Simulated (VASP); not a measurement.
# Ag (P6_3/mmc) in VASP: density of states with PBEsol

Aim: the density of states of Ag with PBEsol.

Everything below comes from runs of VASP 6.6.1. Logs are shortened: lines on timing, memory, paths and dates and some standing lists are left out, and cuts for length are marked.

### Step 1. The cell of the first run

The structure is hexagonal, space group P6_3/mmc (No. 194). Conventional cell: a = 2.851 Å, b = 2.851 Å, c = 4.737 Å, α = 90.00°, β = 90.00°, γ = 120.00°. Within 3.8 Å of Ag (site symmetry -6m2) lie 12 Ag at 2.85 to 2.88 Å.

### Step 2. Density of states, PBEsol

POSCAR reads:

```
Ag
1.0
    2.8507817728      0.0000000000      0.0000000000
   -1.4253908864      2.4688494359      0.0000000000
    0.0000000000      0.0000000000      4.7371444194
Ag
2
Direct
    0.3333333333      0.6666666667      0.2500000000
    0.6666666667      0.3333333333      0.7500000000
```

INCAR.step1 reads:

```
SYSTEM = Ag
PREC = Accurate ; ENCUT = 520
EDIFF = 1E-6 ; ISMEAR = -1
SIGMA = 0.05 ; LREAL = .False.
LASPH = .True. ; NELM = 80
ALGO = Normal ; ISIF = 2
LWAVE = .False. ; LCHARG = .True.
LMAXMIX = 4 ; GGA = PS
NBANDS = 18
```

KPOINTS.step1 reads:

```
regular mesh
0
Gamma
  15 15 8
  0 0 0
```

INCAR.step2 reads:

```
SYSTEM = Ag
PREC = Accurate ; ENCUT = 520
EDIFF = 1E-6 ; ISMEAR = -5
SIGMA = 0.05 ; LREAL = .False.
LASPH = .True. ; NELM = 80
ALGO = Normal ; ISIF = 2
LWAVE = .False. ; LCHARG = .False.
LMAXMIX = 4 ; GGA = PS
LORBIT = 10 ; NEDOS = 1001
ICHARG = 11
```

KPOINTS.step2 reads:

```
regular mesh
0
Gamma
  23 23 12
  0 0 0
```

Potentials or basis: VASP PAW PBE potentials, release 64 (Ag).

Started as:

```
$ cat potpaw_PBE.64/Ag/POTCAR > POTCAR
$ cp INCAR.step1 INCAR
$ cp KPOINTS.step1 KPOINTS
$ mpirun -np 1 vasp_std > vasp.out
$ cp INCAR.step2 INCAR
$ cp KPOINTS.step2 KPOINTS
$ mpirun -np 1 vasp_std > vasp.out
```

OUTCAR:

```text
SYSTEM = Ag
   PREC = Accurate
   ENCUT = 520
   EDIFF = 1E-6
   ISMEAR = -5
   LREAL = .False.
   LASPH = .True.
   NELM = 80
   ISIF = 2
   GGA = PS
   LORBIT = 10
   ICHARG = 11

 ion  position               nearest neighbor table
   1  0.333  0.667  0.250-   2 2.88   2 2.88   2 2.88   2 2.88   2 2.88   2 2.88
   2  0.667  0.333  0.750-   1 2.88   1 2.88   1 2.88   1 2.88   1 2.88   1 2.88

  LATTYP: Found a hexagonal cell.
 ALAT       =     2.8507817728
 C/A-ratio  =     1.6617001219

  Lattice vectors:

 A1 = (   2.8507817728,   0.0000000000,   0.0000000000)
 A2 = (  -1.4253908864,   2.4688494359,   0.0000000000)
 A3 = (   0.0000000000,   0.0000000000,   4.7371444194)

Analysis of symmetry for initial positions (statically):
=====================================================================
 Subroutine PRICEL returns:
 Original cell was already a primitive cell.

 Routine SETGRP: Setting up the symmetry group for a
 hexagonal supercell.

 Subroutine GETGRP returns: Found 24 space group operations
 (whereof 12 operations were pure point group operations)
 out of a pool of 24 trial point group operations.

The static configuration has the point symmetry D_3d.
 The point group associated with its full space group is D_6h.

Analysis of symmetry for dynamics (positions and initial velocities):
=====================================================================
 Subroutine PRICEL returns:
 Original cell was already a primitive cell.

 Routine SETGRP: Setting up the symmetry group for a
 hexagonal supercell.

 Subroutine GETGRP returns: Found 24 space group operations
 (whereof 12 operations were pure point group operations)
 out of a pool of 24 trial point group operations.

The dynamic configuration has the point symmetry D_3d.
 The point group associated with its full space group is D_6h.

 Subroutine INISYM returns: Found 24 space group operations
 (whereof 12 operations are pure point group operations),
 and found     1 'primitive' translations

----------------------------------------------------------------------------------------

                                     Primitive cell

  volume of cell :      33.3407

  direct lattice vectors                    reciprocal lattice vectors
     2.850781773  0.000000000  0.000000000     0.350780972  0.202523488  0.000000000
    -1.425390886  2.468849436  0.000000000     0.000000000  0.405046977  0.000000000
     0.000000000  0.000000000  4.737144419     0.000000000  0.000000000  0.211097638

  length of vectors
     2.850781773  2.850781773  4.737144419     0.405046977  0.405046977  0.211097638

  position of ions in fractional coordinates (direct lattice)
     0.333333333  0.666666667  0.250000000
     0.666666667  0.333333333  0.750000000

  ion indices of the primitive-cell ions
   primitive index   ion index
                 1           1
                 2           2

----------------------------------------------------------------------------------------

 KPOINTS: regular mesh

Automatic generation of k-mesh.
 Grid dimensions read from file:
 generate k-points for:   23   23   12

 Generating k-lattice:

  Cartesian coordinates                     Fractional coordinates (reciprocal lattice)
     0.015251347  0.008805369  0.000000000     0.043478261  0.000000000  0.000000000
     0.000000000  0.017610738  0.000000000     0.000000000  0.043478261  0.000000000
     0.000000000  0.000000000  0.017591470     0.000000000  0.000000000  0.083333333

  Length of vectors
     0.017610738  0.017610738  0.017591470

  Shift w.r.t. Gamma in fractional coordinates (k-lattice)
     0.000000000  0.000000000  0.000000000

 TETIRR: Found   6486 inequivalent tetrahedra from    38088

 Subroutine IBZKPT returns following result:
 ===========================================

 Found    392 irreducible k-points:

 Following reciprocal coordinates:
            Coordinates               Weight
  0.000000  0.000000  0.000000      1.000000
  0.043478  0.000000  0.000000      6.000000
  0.086957 -0.000000  0.000000      6.000000
  0.130435 -0.000000  0.000000      6.000000
  0.173913 -0.000000  0.000000      6.000000
  0.217391  0.000000  0.000000      6.000000
[... 16 lines left out ...]
  0.478261  0.043478  0.000000      6.000000
  0.086957  0.086957  0.000000      6.000000
 [... further k-points ...]
   k-points           NKPTS =    392   k-points in BZ     NKDIM =    392   number of bands    NBANDS=     15
   number of dos      NEDOS =   1001   number of ions     NIONS =      2
   total plane-waves  NPLWV =  20736
   dimension x,y,z NGX =    24 NGY =   24 NGZ =   36
   dimension x,y,z NGXF=    48 NGYF=   48 NGZF=   72
   ions per type =               2
   NGX,Y,Z   is equivalent  to a cutoff of  14.00, 14.00, 12.63 a.u.
   NGXF,Y,Z  is equivalent  to a cutoff of  27.99, 27.99, 25.27 a.u.
 SYSTEM =  Ag
   PREC   = accura    normal or accurate (medium, high low for compatibility)
   ISTART =      0    job   : 0-new  1-cont  2-samecut
   ICHARG =     11    charge: 1-file 2-atom 10-const
   ISPIN  =      1    spin polarized calculation?
   LNONCOLLINEAR =      F non collinear calculations
   LSORBIT =      F    spin-orbit coupling
   LASPH  =      T    aspherical Exc in radial PAW
   ENCUT  =  520.0 eV  38.22 Ry    6.18 a.u.   5.30  5.30  8.81*2*pi/ulx,y,z
   NELM   =     80;   NELMIN=  2; NELMDL=  0     # of ELM steps
   EDIFF  = 0.1E-05   stopping-criterion for ELM
   LREAL  =      F    real-space projection
   EDIFFG = 0.1E-04   stopping-criterion for IOM
   NSW    =      0    number of steps for IOM
   IBRION =     -1    ionic relax: 0-MD 1-quasi-New 2-CG
   NFREE  =      0    steps in history (QN), initial steepest desc. (CG)
   ISIF   =      2    stress and relaxation
   ISYM   =      2    0-nonsym 1-usesym 2-fastsym
   POTIM  = 0.5000    time-step for ionic-motion
   TEBEG  =    0.0;   TEEND  =   0.0 temperature during run
   PSTRESS=    0.0 pullay stress
   NELECT =      22.0000    total number of electrons
   NUPDOWN=      -1.0000    fix difference up-down
   EMIN   =  10.00;   EMAX   =-10.00  energy-range for DOS
   EFERMI =   0.00;   METHOD = LEGACY
   ISMEAR =    -5;   SIGMA  =   0.05  broadening in eV -4-tet -1-fermi 0-gaus
   EFERMI_NEDOS =   21; number of points for ismear=-14 and -15
   IALGO  =     38    algorithm
   IMIX   =      4    mixing-type and parameters
     AMIX     =   0.40;   BMIX     =  1.00
     AMIX_MAG =   1.60;   BMIX_MAG =  1.00
  volume/ion in A,a.u.               =      16.67       112.50
  Fermi-wavevector in a.u.,A,eV,Ry     =   1.425249  2.693330 27.637975  2.031334
  Thomas-Fermi vector in A             =   2.545653
   LORBIT       =     10    0 simple, 1 ext, 2 COOP (PROOUT), +10 PAW based schemes
   GGA     = PS    functional components
   LHFCALC =     F    Hartree Fock is set to
   AEXX    =    0.0000 exact exchange contribution
   IVDW    =     0    specifies the selected vdW correction
   LEPSILON=     F    determine dielectric tensor
   LRPA    =     F    only Hartree local field effects (RPA)
 non-spin polarized calculation
 Fermi weights with tetrahedron method with Bloechl corrections
  energy-cutoff  :      520.00
  volume of cell :       33.34
 maximum number of plane-waves:       913
 NGX is ok and might be reduce to    24

 number of electron      21.9999996 magnetization

 Free energy of the ion-electron system (eV)
  ---------------------------------------------------
  ext. energy  EPLUGINS =         0.00000000
  ---------------------------------------------------
  free energy    TOTEN  =        -6.60680631 eV

  energy without entropy =       -6.60680631  energy(sigma->0) =       -6.60680631

 E-fermi :   8.5617     XC(G=0): -12.5468

 val. band max:        8.6449112664   @ k =   0.4348  -0.0000   0.5000
 cond. band min:       8.3939136776   @ k =   0.3913   0.0435   0.5000
 fundamental gap:     -0.2509975889
 Fermi energy:         8.5616630833

 k-point     1 :       0.0000    0.0000    0.0000
  band No.  band energies     occupation
      1       0.5491      2.00000
      2       1.9905      2.00000
      3       3.6116      2.00000
      4       3.7752      2.00000
      5       3.7752      2.00000
      6       4.0106      2.00000
      7       4.0106      2.00000
      8       4.4686      2.00000
      9       4.4686      2.00000
     10       5.4665      2.00000
     11       5.4665      2.00000
     12       7.9004      2.00000
     13      12.0120      0.00000
     14      24.3542      0.00000
     15      25.8536      0.00000

 k-point     2 :       0.0435    0.0000    0.0000
  band No.  band energies     occupation
      1       0.6038      2.00000
      2       2.0245      2.00000
      3       3.5876      2.00000
      4       3.7967      2.00000
      5       3.8051      2.00000
      6       3.9974      2.00000
      7       4.0382      2.00000
      8       4.4407      2.00000
      9       4.4511      2.00000
     10       5.3416      2.00000
     11       5.4737      2.00000
     12       8.0892      2.00007
     13      12.0218      0.00000
     14      24.2857      0.00000
     15      26.0091      0.00000
[... 365 lines left out ...]
      3       2.4545      2.00000
      4       3.7436      2.00000
      5       3.9772      2.00000
      6       4.2106      2.00000
      7       4.6559      2.00000
      8       5.6244      2.00000
      9       5.6436      2.00000
     10       5.7471      2.00000
     11       8.7448      0.36183
     12      10.2398      0.00000
     13      15.4487      0.00000
     14      15.7376      0.00000
     15      18.0054      0.00000

 k-point    24 :       0.0870    0.0870    0.0000
  band No.  band energies     occupation
      1       1.1751      2.00000
      2       2.3452      2.00000
      3       3.3827      2.00000
      4       3.8804      2.00000
      5       3.9777      2.00000
      6       4.1049      2.00000
      7       4.1412      2.00000
      8       4.1983      2.00000
      9       4.3692      2.00000
     10       4.7258      2.00000
     11       5.5208      2.00000
     12       9.5444      0.00000
     13      12.1516      0.00000
     14      22.5348      0.00000
     15      22.8158      0.00000

 [... further k-points ...]
[... 5 lines left out ...]
  --------------------------------------------------------------------------------------
  -------------------------------------------------------------------------------------
  Total        0.0821371      0.0821371     -0.0156507      0.0000000      0.0000000      0.0000000
  in kB        3.9470674      3.9470674     -0.7520886      0.0000000      0.0000000      0.0000000
  external PRESSURE =       2.3806821 kB  Pullay stress =       0.0000000 kB

 VOLUME and BASIS-vectors are now :
 -----------------------------------------------------------------------------
  energy-cutoff  :      520.00
  volume of cell :       33.34
      direct lattice vectors                 reciprocal lattice vectors
     2.850781773  0.000000000  0.000000000     0.350780972  0.202523488  0.000000000
    -1.425390886  2.468849436  0.000000000     0.000000000  0.405046977  0.000000000
     0.000000000  0.000000000  4.737144419     0.000000000  0.000000000  0.211097638

 POSITION                                       TOTAL-FORCE (eV/Angst)
 -----------------------------------------------------------------------------------
     -0.00000      1.64590      1.18429        -0.000000      0.000000      0.000000
      1.42539      0.82295      3.55286         0.000000     -0.000000      0.000000
 -----------------------------------------------------------------------------------
    total drift:                               -0.000000      0.000000     -0.000000

  FREE ENERGIE OF THE ION-ELECTRON SYSTEM (eV)
  ---------------------------------------------------
  free  energy   TOTEN  =        -6.6068063089 eV

  energy  without entropy=       -6.6068063089  energy(sigma->0) =       -6.60680631

 total charge

# of ion       s       p       d       tot
------------------------------------------
    1        0.425   0.316   9.148   9.889
    2        0.425   0.316   9.148   9.889
--------------------------------------------------
tot          0.850   0.632  18.296  19.779
```

Run time: 48 s. Hardware: 1 thread of Intel Xeon 6975P-C (Granite Rapids), shared host; peak memory 0.28 GiB.

Results:

```yaml
Valence_electrons_inside_the_program's_atomic_spheres: Ag 9.89
```

Levels at points of the mesh, in eV from the Fermi level:
```
           k point  band 8  band 9  band 10  band 11  band 12  band 13  band 14  band 15
(0.00, 0.00, 0.00)   -4.09   -4.09    -3.10    -3.10    -0.66     3.45    15.79    17.29
(0.00, 0.00, 0.50)   -4.69   -3.42    -3.42    -3.42    -3.42    10.89    10.89    16.16
```

Caveat: the PAW data sets were made with another functional, which shifts forces and pressure a little; tetrahedron occupations give inexact forces and stress in metals.
